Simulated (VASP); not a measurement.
# Pt (Fm-3m) in VASP: further runs

Runs on Pt. Level: PBE. Tasks: single point, relaxation of cell and atoms.

All numbers are computed with VASP 6.6.1; they aren't measurements. Logs are shortened: lines on timing, memory, paths and dates and some standing lists are left out, and cuts for length are marked.

### Step 1. The cell of the first run

The structure is cubic, space group Fm-3m (No. 225). Conventional cell: a = 5.564 Å, b = 5.564 Å, c = 5.564 Å, α = 90.00°, β = 90.00°, γ = 90.00°. Pt (site symmetry m-3m) has 8 Pt at 2.41 Å within 3.2 Å. Within 3.2 Å of Pt (site symmetry -43m) lie 10 Pt at 2.41 to 2.78 Å.

The cell was built from a structure type or drawn by symmetry, and may not be a known phase.

### Step 2. Single point, PBE

The input, INCAR:

```
PREC = Accurate
ENCUT = 520
EDIFF = 1E-7
ISMEAR = 0
SIGMA = 0.1
LREAL = False
LASPH = True
NELM = 80
ALGO = Normal
ISIF = 2
LWAVE = False
LCHARG = False
GGA = PE
NBANDS = 22
```

The input, KPOINTS:

```
regular mesh
0
Gamma
  6 6 6
```

The input, POSCAR:

```
Pt
1.0
    0.0000000000      2.7821295600      2.7821295600
    2.7821295600      0.0000000000      2.7821295600
    2.7821295600      2.7821295600      0.0000000000
Pt
3
Direct
    0.0000000000      0.0000000000      0.0000000000
    0.7500000000      0.7500000000      0.7500000000
    0.2500000000      0.2500000000      0.2500000000
```

Potentials or basis: VASP PAW PBE potentials, release 64 (Pt).

Run with:

```
$ cat potpaw_PBE.64/Pt/POTCAR > POTCAR
$ mpirun -np 1 vasp_std > vasp.out
```

OUTCAR:

```text
PREC = Accurate
   ENCUT = 520
   EDIFF = 1E-7
   ISMEAR = 0
   LREAL = False
   LASPH = True
   NELM = 80
   ISIF = 2
   GGA = PE

 ion  position               nearest neighbor table
   1  0.000  0.000  0.000-   2 2.41   3 2.41   2 2.41   2 2.41   2 2.41   3 2.41   3 2.41   3 2.41

   2  0.750  0.750  0.750-   1 2.41   1 2.41   1 2.41   1 2.41   3 2.78   3 2.78   3 2.78   3 2.78
                             3 2.78   3 2.78
   3  0.250  0.250  0.250-   1 2.41   1 2.41   1 2.41   1 2.41   2 2.78   2 2.78   2 2.78   2 2.78
                             2 2.78   2 2.78

  LATTYP: Found a face centered cubic cell.
 ALAT       =     5.5642591200

  Lattice vectors:

 A1 = (   0.0000000000,   2.7821295600,   2.7821295600)
 A2 = (   2.7821295600,   0.0000000000,   2.7821295600)
 A3 = (   2.7821295600,   2.7821295600,   0.0000000000)

Analysis of symmetry for initial positions (statically):
=====================================================================
 Subroutine PRICEL returns:
 Original cell was already a primitive cell.

 Routine SETGRP: Setting up the symmetry group for a
 face centered cubic supercell.

 Subroutine GETGRP returns: Found 48 space group operations
 (whereof 48 operations were pure point group operations)
 out of a pool of 48 trial point group operations.

The static configuration has the point symmetry O_h .

Analysis of symmetry for dynamics (positions and initial velocities):
=====================================================================
 Subroutine PRICEL returns:
 Original cell was already a primitive cell.

 Routine SETGRP: Setting up the symmetry group for a
 face centered cubic supercell.

 Subroutine GETGRP returns: Found 48 space group operations
 (whereof 48 operations were pure point group operations)
 out of a pool of 48 trial point group operations.

The dynamic configuration has the point symmetry O_h .

 Subroutine INISYM returns: Found 48 space group operations
 (whereof 48 operations are pure point group operations),
 and found     1 'primitive' translations

----------------------------------------------------------------------------------------

                                     Primitive cell

  volume of cell :      43.0687

  direct lattice vectors                    reciprocal lattice vectors
     0.000000000  2.782129560  2.782129560    -0.179718446  0.179718446  0.179718446
     2.782129560  0.000000000  2.782129560     0.179718446 -0.179718446  0.179718446
     2.782129560  2.782129560  0.000000000     0.179718446  0.179718446 -0.179718446

  length of vectors
     3.934525356  3.934525356  3.934525356     0.311281479  0.311281479  0.311281479

  position of ions in fractional coordinates (direct lattice)
     0.000000000  0.000000000  0.000000000
     0.750000000  0.750000000  0.750000000
     0.250000000  0.250000000  0.250000000

  ion indices of the primitive-cell ions
   primitive index   ion index
                 1           1
                 2           2
                 3           3

----------------------------------------------------------------------------------------

 KPOINTS: regular mesh

Automatic generation of k-mesh.
 Grid dimensions read from file:
 generate k-points for:    6    6    6

 Generating k-lattice:

  Cartesian coordinates                     Fractional coordinates (reciprocal lattice)
    -0.029953074  0.029953074  0.029953074     0.166666667  0.000000000  0.000000000
     0.029953074 -0.029953074  0.029953074     0.000000000  0.166666667  0.000000000
     0.029953074  0.029953074 -0.029953074     0.000000000  0.000000000  0.166666667

  Length of vectors
     0.051880246  0.051880246  0.051880246

  Shift w.r.t. Gamma in fractional coordinates (k-lattice)
     0.000000000  0.000000000  0.000000000

 Subroutine IBZKPT returns following result:
 ===========================================

 Found     16 irreducible k-points:

 Following reciprocal coordinates:
            Coordinates               Weight
  0.000000  0.000000  0.000000      1.000000
  0.166667  0.000000  0.000000      8.000000
  0.333333  0.000000  0.000000      8.000000
  0.500000  0.000000  0.000000      4.000000
  0.166667  0.166667  0.000000      6.000000
  0.333333  0.166667  0.000000     24.000000
[... 8 lines left out ...]
 -0.333333  0.333333  0.166667     24.000000
 -0.333333  0.500000  0.166667     12.000000
   k-points           NKPTS =     16   k-points in BZ     NKDIM =     16   number of bands    NBANDS=     22
   number of dos      NEDOS =    301   number of ions     NIONS =      3
   total plane-waves  NPLWV =  27000
   dimension x,y,z NGX =    30 NGY =   30 NGZ =   30
   dimension x,y,z NGXF=    60 NGYF=   60 NGZF=   60
   ions per type =               3
   NGX,Y,Z   is equivalent  to a cutoff of  12.68, 12.68, 12.68 a.u.
   NGXF,Y,Z  is equivalent  to a cutoff of  25.35, 25.35, 25.35 a.u.
 SYSTEM =  unknown system
[... 39 lines left out ...]
   LRPA    =     F    only Hartree local field effects (RPA)
 non-spin polarized calculation
 Gauss-broadening in eV      SIGMA  =   0.10
  energy-cutoff  :      520.00
  volume of cell :       43.07
 maximum number of plane-waves:      1211
 NGX is ok and might be reduce to    30
   NGX = 15   NGY = 15   NGZ = 15

 number of electron      30.0000000 magnetization

 Free energy of the ion-electron system (eV)
  ---------------------------------------------------
  ext. energy  EPLUGINS =         0.00000000
  ---------------------------------------------------
  free energy    TOTEN  =       -14.11234877 eV

  energy without entropy =      -14.08352278  energy(sigma->0) =      -14.09793578

 E-fermi :  12.5551     XC(G=0): -13.5397

 val. band max:       12.5441019594   @ k =   0.3333   0.1667   0.0000
 cond. band min:      12.5660209023   @ k =   0.1667   0.1667   0.0000
 fundamental gap:      0.0219189429
 Fermi energy:        12.5550913022

 k-point     1 :       0.0000    0.0000    0.0000
  band No.  band energies     occupation
      1       1.4520      2.00000
      2       4.3395      2.00000
      3       4.3395      2.00000
      4       6.5555      2.00000
      5       6.5555      2.00000
      6       6.5555      2.00000
[... 14 lines left out ...]
     21      23.1529      0.00000
     22      23.4301      0.00000

 k-point     2 :       0.1667    0.0000    0.0000
  band No.  band energies     occupation
      1       1.9846      2.00000
      2       4.6095      2.00000
      3       4.6095      2.00000
      4       5.7218      2.00000
      5       6.1218      2.00000
      6       6.1218      2.00000
[... 14 lines left out ...]
     21      23.4746      0.00000
     22      23.8918      0.00000

 k-point     3 :       0.3333    0.0000    0.0000
  band No.  band energies     occupation
      1       3.3385      2.00000
      2       5.3304      2.00000
      3       5.3304      2.00000
      4       5.4142      2.00000
      5       5.7714      2.00000
      6       5.7714      2.00000
[... 14 lines left out ...]
     21      23.5082      0.00000
     22      24.6475      0.00000

 k-point     4 :       0.5000    0.0000    0.0000
  band No.  band energies     occupation
      1       4.3843      2.00000
      2       5.5253      2.00000
      3       5.6288      2.00000
      4       5.6288      2.00000
      5       5.9095      2.00000
      6       5.9095      2.00000
[... 14 lines left out ...]
     21      23.5660      0.00000
     22      24.9495      0.00000

 k-point     5 :       0.1667    0.1667    0.0000
  band No.  band energies     occupation
      1       2.1487      2.00000
      2       4.6673      2.00000
      3       4.6799      2.00000
      4       5.8865      2.00000
      5       5.8865      2.00000
      6       6.0720      2.00000
[... 217 lines left out ...]
 k-point    14 :       0.5000    0.3333    0.1667
  band No.  band energies     occupation
      1       4.0477      2.00000
      2       4.8799      2.00000
      3       4.8866      2.00000
      4       5.5733      2.00000
      5       5.7894      2.00000
      6       6.1147      2.00000
[... 14 lines left out ...]
     21      23.7942      0.00000
     22      25.7168      0.00000

 k-point    15 :      -0.3333    0.3333    0.1667
  band No.  band energies     occupation
      1       4.4679      2.00000
      2       4.5494      2.00000
      3       5.2158      2.00000
      4       5.3712      2.00000
      5       5.7697      2.00000
      6       6.8380      2.00000
[... 14 lines left out ...]
     21      25.0456      0.00000
     22      26.9855      0.00000

 k-point    16 :      -0.3333    0.5000    0.1667
  band No.  band energies     occupation
      1       4.2166      2.00000
      2       4.6454      2.00000
      3       4.6893      2.00000
      4       5.8049      2.00000
      5       5.9209      2.00000
      6       6.8830      2.00000
[... 14 lines left out ...]
     21      24.4917      0.00000
     22      27.7760      0.00000

------------------------ aborting loop because EDIFF is reached ----------------------------------------

  FORCE on cell =-STRESS in cart. coord.  units (eV):
  Direction    XX          YY          ZZ          XY          YZ          ZX
  --------------------------------------------------------------------------------------
  -------------------------------------------------------------------------------------
  Total       25.4752183     25.4752183     25.4752183      0.0000000      0.0000000      0.0000000
  in kB      947.6903314    947.6903314    947.6903314      0.0000000      0.0000000      0.0000000
  external PRESSURE =     947.6903314 kB  Pullay stress =       0.0000000 kB

 VOLUME and BASIS-vectors are now :
 -----------------------------------------------------------------------------
  energy-cutoff  :      520.00
  volume of cell :       43.07
      direct lattice vectors                 reciprocal lattice vectors
     0.000000000  2.782129560  2.782129560    -0.179718446  0.179718446  0.179718446
     2.782129560  0.000000000  2.782129560     0.179718446 -0.179718446  0.179718446
     2.782129560  2.782129560  0.000000000     0.179718446  0.179718446 -0.179718446

 POSITION                                       TOTAL-FORCE (eV/Angst)
 -----------------------------------------------------------------------------------
      0.00000      0.00000      0.00000        -0.000000      0.000000     -0.000000
      4.17319      4.17319      4.17319         0.000000      0.000000      0.000000
      1.39106      1.39106      1.39106        -0.000000     -0.000000     -0.000000
 -----------------------------------------------------------------------------------
    total drift:                               -0.000000     -0.000000      0.000000

  FREE ENERGIE OF THE ION-ELECTRON SYSTEM (eV)
  ---------------------------------------------------
  free  energy   TOTEN  =       -14.1123487687 eV

  energy  without entropy=      -14.0835227823  energy(sigma->0) =      -14.09793578
```

Run time: 36 s. Hardware: 1 thread of Intel Xeon 8259CL, shared host; peak memory 0.17 GiB.

Results:

* Free energy: -14.1123 eV
* Pressure: 94.8 GPa
* Band gap on the k mesh: zero (bands 15 and 16 overlap by 0.72 eV)

Caveat: the cell stands under pressure; spin-orbit coupling is left out, which moves the levels of the heavy elements.

### Step 3. Single point, PBE

This run uses another cell than the first one, of 18.65 Å³/atom.

The input, INCAR:

```
ALGO = Normal
EDIFF = 1E-6
ENCUT = 520
GGA = PE
ISIF = 2
ISMEAR = 0
LASPH = True
LCHARG = False
LREAL = False
LWAVE = False
NBANDS = 22
NELM = 80
PREC = Accurate
SIGMA = 0.1
```

The input, KPOINTS:

```
k-points
0
Gamma
  6 6 6
```

The input, POSCAR:

```
Pt
1.0
    0.0000000000      3.0354746692      3.0354746692
    3.0354746692      0.0000000000      3.0354746692
    3.0354746692      3.0354746692      0.0000000000
Pt
3
Direct
    0.0000000000      0.0000000000      0.0000000000
    0.7500000000      0.7500000000      0.7500000000
    0.2500000000      0.2500000000      0.2500000000
```

Potentials or basis: VASP PAW PBE potentials, release 64 (Pt).

Run with:

```
$ cat potpaw_PBE.64/Pt/POTCAR > POTCAR
$ mpirun -np 1 vasp_std > vasp.out
```

It took 34 s on 1 thread of Intel Xeon 8259CL, shared host; peak memory 0.17 GiB.

Results (log left out):

* Free energy: -17.0050 eV
* Pressure: -0.4 GPa
* Band gap on the k mesh: zero (bands 15 and 16 overlap by 0.79 eV)

Levels at points of the mesh, in eV from the Fermi level:
| k point | band 13 | band 14 | band 15 | band 16 | band 17 | band 18 |
| --- | --- | --- | --- | --- | --- | --- |
| (0.00, 0.00, 0.00) | -0.41 | -0.41 | -0.14 | -0.14 | 6.97 | 7.93 |
| (0.50, 0.00, 0.00) | -0.81 | -0.81 | -0.04 | -0.04 | 0.98 | 7.47 |
| (0.50, 0.50, 0.00) | -0.21 | 0.27 | 0.27 | 0.55 | 0.91 | 1.84 |

Caveat: spin-orbit coupling is left out, which moves the levels of the heavy elements.

### Step 4. Relaxation of cell and atoms, PBE

The input, INCAR:

```
SYSTEM = Pt
PREC     = Accurate       ! precision mode
ENCUT    = 600            ! plane-wave cutoff, eV
EDIFF    = 1E-6           ! SCF threshold, eV
ISMEAR   = 0              ! smearing method
SIGMA    = 0.1            ! smearing width, eV
LREAL    = .FALSE.        ! projectors in reciprocal space
LASPH    = .TRUE.         ! aspherical terms in the spheres
NELM     = 60             ! most SCF steps
ALGO     = Fast           ! electronic algorithm
ISIF     = 3              ! what is computed and relaxed
LWAVE    = .FALSE.        ! write WAVECAR
LCHARG   = .FALSE.        ! write CHGCAR
GGA      = PE             ! functional
IBRION   = 2              ! ionic algorithm
NSW      = 90             ! ionic steps
EDIFFG   = -0.04          ! ionic threshold
```

The input, KPOINTS:

```
regular mesh
0
G
  6 6 6
  0 0 0
```

The input, POSCAR:

```
Pt
1.0
    0.0000000000      2.7821295600      2.7821295600
    2.7821295600      0.0000000000      2.7821295600
    2.7821295600      2.7821295600      0.0000000000
Pt
3
Direct
    0.0000000000      0.0000000000      0.0000000000
    0.7500000000      0.7500000000      0.7500000000
    0.2500000000      0.2500000000      0.2500000000
```

Run with:

```
$ cat potpaw_PBE.64/Pt/POTCAR > POTCAR
$ mpirun -np 1 vasp_std > vasp.out
```

It took 4 min on 1 thread of Intel Xeon 8259CL, shared host; peak memory 0.19 GiB.

Results (log left out):

```yaml
Free_energy: -16.9973 eV
Relaxed_volume: 18.57 Å³/atom
Relaxed_cell: a = 4.287 Å, b = 4.287 Å, c = 4.287 Å, α = 60.00°, β = 60.00°, γ = 60.00°
Space_group_after_relaxing_to_0.1_Å: Fm-3m (No. 225)
Pressure_after_relaxing: 0.3 GPa
Band_gap_on_the_k_mesh: zero (bands 15 and 16 overlap by 0.79 eV)
```

Final structure:
```cif
data_structure
_symmetry_space_group_name_H-M 'P 1'
_symmetry_Int_Tables_number 1
_cell_length_a 4.2870
_cell_length_b 4.2870
_cell_length_c 4.2870
_cell_angle_alpha 60.000
_cell_angle_beta 60.000
_cell_angle_gamma 60.000
_cell_volume 55.71
loop_
_atom_site_label
_atom_site_type_symbol
_atom_site_fract_x
_atom_site_fract_y
_atom_site_fract_z
_atom_site_occupancy
Pt1 Pt 0.00000 0.00000 0.00000 1
Pt2 Pt 0.75000 0.75000 0.75000 1
Pt3 Pt 0.25000 0.25000 0.25000 1
```

Levels at points of the mesh, in eV from the Fermi level:
```tsv
k point	band 13	band 14	band 15	band 16	band 17	band 18
(0.00, 0.00, 0.00)	-0.42	-0.42	-0.14	-0.14	7.00	7.94
(0.50, 0.00, 0.00)	-0.82	-0.82	-0.04	-0.04	0.98	7.49
(0.50, 0.50, 0.00)	-0.21	0.27	0.27	0.55	0.91	1.83
```

Caveat: the volume moved by over 15 % at a fixed basis, so the end points are rough; spin-orbit coupling is left out, which moves the levels of the heavy elements.

### Step 5. Single point, PBE

This run uses another cell than the first one, of 18.65 Å³/atom.

The input, INCAR:

```
PREC = Accurate ; ENCUT = 520
EDIFF = 1E-7 ; ISMEAR = 0
SIGMA = 0.1 ; LREAL = F
LASPH = T ; NELM = 100
ALGO = Fast ; ISIF = 2
LWAVE = F ; LCHARG = T
GGA = PE ; LELF = T
LVHAR = T ; NBANDS = 22
```

The input, KPOINTS:

```
Automatic mesh
0
Gamma
  14 14 14
```

The input, POSCAR:

```
Pt
1.0
    0.0000000000      3.0354746692      3.0354746692
    3.0354746692      0.0000000000      3.0354746692
    3.0354746692      3.0354746692      0.0000000000
Pt
3
Direct
    0.0000000000      0.0000000000      0.0000000000
    0.7500000000      0.7500000000      0.7500000000
    0.2500000000      0.2500000000      0.2500000000
```

Run with:

```
$ cat potpaw_PBE.64/Pt/POTCAR > POTCAR
$ mpirun -np 1 vasp_std > vasp.out
```

Run time: 3 min. Hardware: 1 thread of Intel Xeon 8259CL, shared host; peak memory 0.24 GiB.

It converged, with:

```
Free energy            : -17.0249 eV
Pressure               : -0.4 GPa
Band gap on the k mesh : zero (bands 15 and 16 overlap by 0.82 eV)
```

Levels at points of the mesh, in eV from the Fermi level:
```csv
k point,band 13,band 14,band 15,band 16,band 17,band 18
"(0.00, 0.00, 0.00)",-0.43,-0.43,-0.15,-0.15,6.95,7.92
"(0.50, 0.00, 0.00)",-0.82,-0.82,-0.05,-0.05,0.97,7.46
"(0.50, 0.50, 0.00)",-0.22,0.25,0.25,0.54,0.89,1.83
```

Caveat: spin-orbit coupling is left out, which moves the levels of the heavy elements.

### Step 6. Relaxation of cell and atoms, PBE

This run uses another cell than the first one, of 18.65 Å³/atom.

The input, INCAR:

```
ALGO = Fast
EDIFF = 1E-6
EDIFFG = -0.01
ENCUT = 600
GGA = PE
IBRION = 2
ISIF = 3
ISMEAR = 0
LASPH = True
LCHARG = False
LREAL = False
LWAVE = False
NELM = 80
NSW = 100
PREC = Accurate
SIGMA = 0.1
```

The input, KPOINTS:

```
k-points
0
Gamma
  14 14 14
```

POSCAR is that of step 5.

Potentials or basis: VASP PAW PBE potentials, release 64 (Pt).

Run with:

```
$ cat potpaw_PBE.64/Pt/POTCAR > POTCAR
$ mpirun -np 1 vasp_std > vasp.out
```

Run time: 6.2 min. Hardware: 1 thread of Intel Xeon 8259CL, shared host; peak memory 0.28 GiB.

The run converged. Its results:

```
Free energy                           : -17.0251 eV
Relaxed volume                        : 18.61 Å³/atom
Relaxed cell                          : a = 4.290 Å, b = 4.290 Å, c = 4.290 Å, α = 60.00°, β = 60.00°, γ = 60.00°
Space group after relaxing (to 0.1 Å) : Fm-3m (No. 225)
Energy gained by relaxing             : 0.0 meV/atom
Ionic steps                           : 3
Pressure after relaxing               : 0.0 GPa
Band gap on the k mesh                : zero (bands 15 and 16 overlap by 0.82 eV)
```

The path:
```csv
step,energy change (eV),largest force (eV/Å),pressure (GPa),volume (Å³)
1,0.0000,0.0000,-0.36,55.94
2,0.0004,0.0000,0.79,55.60
3,-0.0001,0.0000,0.00,55.82
```

Final structure:
```yaml
crystal:
  lattice:
    - [0.00000, 3.03336, 3.03336]
    - [3.03336, 0.00000, 3.03336]
    - [3.03336, 3.03336, 0.00000]
  atoms:
    - { symbol: Pt, position: [0.00000, 0.00000, 0.00000] }
    - { symbol: Pt, position: [0.75000, 0.75000, 0.75000] }
    - { symbol: Pt, position: [0.25000, 0.25000, 0.25000] }
```

Levels at points of the mesh, in eV from the Fermi level:
```
           k point  band 13  band 14  band 15  band 16  band 17  band 18
(0.00, 0.00, 0.00)    -0.43    -0.43    -0.15    -0.15     6.97     7.92
(0.50, 0.00, 0.00)    -0.82    -0.82    -0.05    -0.05     0.97     7.47
(0.50, 0.50, 0.00)    -0.22     0.25     0.25     0.54     0.90     1.82
```

Caveat: spin-orbit coupling is left out, which moves the levels of the heavy elements.

### Step 7. The runs side by side

| task | cell | k mesh | cutoff (eV) | gap on the mesh (eV) | pressure (GPa) | relaxed volume (Å³/atom) |
| --- | --- | --- | --- | --- | --- | --- |
| single point | a = 3.935 Å, angles 60.0°, 3 atoms | 6 × 6 × 6 | 520 | none | 94.8 | - |
| single point | a = 4.293 Å, angles 60.0°, 3 atoms | 6 × 6 × 6 | 520 | none | -0.4 | - |
| relaxation of cell and atoms | relaxed from a = 3.935 Å, angles 60.0°, 3 atoms | 6 × 6 × 6 | 600 | none | 0.3 | 18.57 |
| single point | a = 4.293 Å, angles 60.0°, 3 atoms | 14 × 14 × 14 | 520 | none | -0.4 | - |
| relaxation of cell and atoms | relaxed from a = 4.293 Å, angles 60.0°, 3 atoms | 14 × 14 × 14 | 600 | none | 0.0 | 18.61 |

Alike in all rows: level PBE; potentials or basis VASP PAW PBE potentials, release 64 (Pt); no spin polarisation; smearing gaussian 0.1 eV.

Caveats: spin-orbit coupling is left out, which moves the levels of the heavy elements; the cell stands under pressure (at least some runs); the volume moved by over 15 % at a fixed basis, so the end points are rough (at least some runs).

Total energies depend on the potentials used, so only differences within one code and one set of settings carry meaning.
